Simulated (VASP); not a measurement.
# InSb (I-4m2) in VASP: single point with PBEsol

Aim: the single point of InSb with PBEsol.

All numbers are computed with VASP 6.6.1; they aren't measurements. Logs are shortened: lines on timing, memory, paths and dates and some standing lists are left out, and cuts for length are marked.

### Step 1. The cell of the first run

It takes space group I-4m2 (No. 119, tetragonal). Conventional cell: a = 4.626 Å, b = 4.626 Å, c = 6.455 Å, α = 90.00°, β = 90.00°, γ = 90.00°. Within 3.7 Å of In (site symmetry -4m2) lie 4 Sb at 2.82 Å. Within 3.7 Å of Sb (site symmetry -4m2) lie 4 In at 2.82 Å.

### Step 2. Single point, PBEsol

Contents of INCAR:

```
ALGO = Normal
EDIFF = 1E-6
ENCUT = 500
GGA = PS
GGA_COMPAT = F
ISIF = 2
ISMEAR = 0
LASPH = T
LCHARG = F
LREAL = F
LWAVE = F
NBANDS = 16
NELM = 120
PREC = Accurate
SIGMA = 0.01
```

Contents of KPOINTS:

```
k-points
0
Gamma
  10 10 10
```

Contents of POSCAR:

```
InSb
1.0
    0.0000000000      3.2710609071      3.2273852557
    3.2710609071      0.0000000000      3.2273852557
    3.2710609071      3.2710609071      0.0000000000
In Sb
1 1
Direct
    0.0000000000      0.0000000000      0.0000000000
    0.2500000000      0.2500000000      0.2500000000
```

Potentials or basis: VASP PAW PBE potentials, release 64 (In_d, Sb).

Run with:

```
$ cat potpaw_PBE.64/In_d/POTCAR potpaw_PBE.64/Sb/POTCAR > POTCAR
$ mpirun -np 1 vasp_std > vasp.out
```

OUTCAR:

```text
EDIFF = 1E-6
   ENCUT = 500
   GGA = PS
   ISIF = 2
   ISMEAR = 0
   LASPH = T
   LREAL = F
   NELM = 120
   PREC = Accurate

 ion  position               nearest neighbor table
   1  0.000  0.000  0.000-   2 2.82   2 2.82   2 2.82   2 2.82
   2  0.250  0.250  0.250-   1 2.82   1 2.82   1 2.82   1 2.82

  LATTYP: Found a body centered tetragonal cell.
 ALAT       =     4.6259786982
 C/A-ratio  =     1.3953307900

  Lattice vectors:

 A1 = (   0.0000000000,  -3.2710609071,  -3.2273852557)
 A2 = (   0.0000000000,   3.2710609071,  -3.2273852557)
 A3 = (   3.2710609071,   0.0000000000,   3.2273852557)

Analysis of symmetry for initial positions (statically):
=====================================================================
 Subroutine PRICEL returns:
 Original cell was already a primitive cell.

 Routine SETGRP: Setting up the symmetry group for a
 body centered tetragonal supercell.

 Subroutine GETGRP returns: Found  8 space group operations
 (whereof  8 operations were pure point group operations)
 out of a pool of 16 trial point group operations.

The static configuration has the point symmetry D_2d.

Analysis of symmetry for dynamics (positions and initial velocities):
=====================================================================
 Subroutine PRICEL returns:
 Original cell was already a primitive cell.

 Routine SETGRP: Setting up the symmetry group for a
 body centered tetragonal supercell.

 Subroutine GETGRP returns: Found  8 space group operations
 (whereof  8 operations were pure point group operations)
 out of a pool of 16 trial point group operations.

The dynamic configuration has the point symmetry D_2d.

 Subroutine INISYM returns: Found  8 space group operations
 (whereof  8 operations are pure point group operations),
 and found     1 'primitive' translations

----------------------------------------------------------------------------------------

                                     Primitive cell

  volume of cell :      69.0650

  direct lattice vectors                    reciprocal lattice vectors
     0.000000000  3.271060907  3.227385256    -0.152855607  0.152855607  0.154924176
     3.271060907  0.000000000  3.227385256     0.152855607 -0.152855607  0.154924176
     3.271060907  3.271060907  0.000000000     0.152855607  0.152855607 -0.154924176

  length of vectors
     4.595199130  4.595199130  4.625978698     0.265953329  0.265953329  0.265953329

  position of ions in fractional coordinates (direct lattice)
[... 80 lines left out ...]
   LREAL  =      F    real-space projection
   EDIFFG = 0.1E-04   stopping-criterion for IOM
   NSW    =      0    number of steps for IOM
   IBRION =     -1    ionic relax: 0-MD 1-quasi-New 2-CG
   NFREE  =      0    steps in history (QN), initial steepest desc. (CG)
   ISIF   =      2    stress and relaxation
   ISYM   =      2    0-nonsym 1-usesym 2-fastsym
   POTIM  = 0.5000    time-step for ionic-motion
   TEBEG  =    0.0;   TEEND  =   0.0 temperature during run
   PSTRESS=    0.0 pullay stress
   NELECT =      18.0000    total number of electrons
   NUPDOWN=      -1.0000    fix difference up-down
   EMIN   =  10.00;   EMAX   =-10.00  energy-range for DOS
   EFERMI =   0.00;   METHOD = LEGACY
   ISMEAR =     0;   SIGMA  =   0.01  broadening in eV -4-tet -1-fermi 0-gaus
   EFERMI_NEDOS =   21; number of points for ismear=-14 and -15
   IALGO  =     38    algorithm
   IMIX   =      4    mixing-type and parameters
     AMIX     =   0.40;   BMIX     =  1.00
     AMIX_MAG =   1.60;   BMIX_MAG =  1.00
  volume/ion in A,a.u.               =      34.53       233.04
  Fermi-wavevector in a.u.,A,eV,Ry     =   1.045714  1.976113 14.878216  1.093518
  Thomas-Fermi vector in A             =   2.180522
   LORBIT       =      0    0 simple, 1 ext, 2 COOP (PROOUT), +10 PAW based schemes
   GGA     = PS    functional components
   LHFCALC =     F    Hartree Fock is set to
   AEXX    =    0.0000 exact exchange contribution
   IVDW    =     0    specifies the selected vdW correction
   LEPSILON=     F    determine dielectric tensor
   LRPA    =     F    only Hartree local field effects (RPA)
 non-spin polarized calculation
 Gauss-broadening in eV      SIGMA  =   0.01
  energy-cutoff  :      500.00
  volume of cell :       69.07
 maximum number of plane-waves:      1783
 NGX is ok and might be reduce to    36
   NGX = 17   NGY = 17   NGZ = 17

 number of electron      17.9999994 magnetization

 Free energy of the ion-electron system (eV)
  ---------------------------------------------------
  ext. energy  EPLUGINS =         0.00000000
  ---------------------------------------------------
  free energy    TOTEN  =        -7.69880698 eV

  energy without entropy =       -7.69880698  energy(sigma->0) =       -7.69880698

 E-fermi :   4.8094     XC(G=0):  -8.8028

 val. band max:        4.7765953341   @ k =   0.0000   0.0000   0.0000
 cond. band min:       4.8411516676   @ k =   0.0000   0.0000   0.0000
 fundamental gap:      0.0645563335
 Fermi energy:         4.8093895639

 k-point     1 :       0.0000    0.0000    0.0000
  band No.  band energies     occupation
      1      -9.7103      2.00000
      2      -9.7103      2.00000
      3      -9.7077      2.00000
      4      -9.6281      2.00000
      5      -9.6264      2.00000
      6      -5.8519      2.00000
[... 433 lines left out ...]
      3      -9.6773      2.00000
      4      -9.6419      2.00000
      5      -9.6193      2.00000
      6      -4.4976      2.00000
[... 8 lines left out ...]
     15      14.3417      0.00000
     16      14.7773      0.00000

 [... further k-points ...]

------------------------ aborting loop because EDIFF is reached ----------------------------------------

  FORCE on cell =-STRESS in cart. coord.  units (eV):
  Direction    XX          YY          ZZ          XY          YZ          ZX
  --------------------------------------------------------------------------------------
  -------------------------------------------------------------------------------------
  Total        0.0111174      0.0111174      0.1596663      0.0000000      0.0000000      0.0000000
  in kB        0.2579020      0.2579020      3.7039561      0.0000000      0.0000000      0.0000000
  external PRESSURE =       1.4065867 kB  Pullay stress =       0.0000000 kB

 VOLUME and BASIS-vectors are now :
 -----------------------------------------------------------------------------
  energy-cutoff  :      500.00
  volume of cell :       69.07
      direct lattice vectors                 reciprocal lattice vectors
     0.000000000  3.271060907  3.227385256    -0.152855607  0.152855607  0.154924176
     3.271060907  0.000000000  3.227385256     0.152855607 -0.152855607  0.154924176
     3.271060907  3.271060907  0.000000000     0.152855607  0.152855607 -0.154924176

 POSITION                                       TOTAL-FORCE (eV/Angst)
 -----------------------------------------------------------------------------------
      0.00000      0.00000      0.00000         0.000000      0.000000     -0.000000
      1.63553      1.63553      1.61369        -0.000000     -0.000000      0.000000
 -----------------------------------------------------------------------------------
    total drift:                               -0.000000     -0.000000      0.000000

  FREE ENERGIE OF THE ION-ELECTRON SYSTEM (eV)
  ---------------------------------------------------
  free  energy   TOTEN  =        -7.6988069756 eV

  energy  without entropy=       -7.6988069752  energy(sigma->0) =       -7.69880698
```

OSZICAR:

```text
N       E                     dE             d eps       ncg     rms          rms(c)
DAV:   1     0.110424390532E+03    0.11042E+03   -0.77147E+03  3264   0.107E+03
DAV:   2    -0.818800547371E+00   -0.11124E+03   -0.10735E+03  3680   0.274E+02
DAV:   3    -0.764238938063E+01   -0.68236E+01   -0.68004E+01  4216   0.706E+01
DAV:   4    -0.783125747248E+01   -0.18887E+00   -0.18884E+00  4152   0.136E+01
DAV:   5    -0.784079368545E+01   -0.95362E-02   -0.95361E-02  4960   0.249E+00    0.395E+00
DAV:   6    -0.772162547044E+01    0.11917E+00   -0.17417E-01  4680   0.679E+00    0.224E+00
DAV:   7    -0.769916537414E+01    0.22460E-01   -0.66059E-02  4488   0.263E+00    0.599E-01
DAV:   8    -0.769839365614E+01    0.77172E-03   -0.75334E-03  4336   0.996E-01    0.252E-01
DAV:   9    -0.769881260892E+01   -0.41895E-03   -0.85994E-04  3944   0.256E-01    0.832E-02
DAV:  10    -0.769878664733E+01    0.25962E-04   -0.47677E-05  4360   0.500E-02    0.358E-02
DAV:  11    -0.769880638887E+01   -0.19742E-04   -0.35172E-05  3784   0.506E-02    0.233E-02
DAV:  12    -0.769880697563E+01   -0.58676E-06   -0.11804E-06  3304   0.926E-03
   1 F= -.76988070E+01 E0= -.76988070E+01  d E =-.475355E-09
```

stdout:

```text
POSCAR found type information on POSCAR InSb
 POSCAR found :  2 types and       2 ions
 scaLAPACK will be used
 -----------------------------------------------------------------------------
|                                                                             |
|                                                                             |
|     You enforced a specific xc type in the INCAR file but a different       |
|     I HOPE YOU KNOW WHAT YOU ARE DOING!                                     |
|                                                                             |
 -----------------------------------------------------------------------------

 LDA part: xc-table for (Slater+PW92), standard interpolation
 POSCAR, INCAR and KPOINTS ok, starting setup
 FFT: planning ... GRIDC
 FFT: planning ... GRID_SOFT
 FFT: planning ... GRID
 WAVECAR not read
 entering main loop
```

Run time: 2.7 min. Hardware: 1 thread of Intel Xeon 8259CL, shared host; peak memory 0.28 GiB.

What came out:

* Free energy: -7.6988 eV
* Pressure: 0.1 GPa
* Band gap on the k mesh: 0.06 eV

Caveat: semilocal functionals underestimate gaps, and a narrow one can read as zero; the PAW data sets were made with another functional, which shifts forces and pressure a little; spin-orbit coupling is left out, which moves the levels of the heavy elements. A k mesh can miss the band edges.
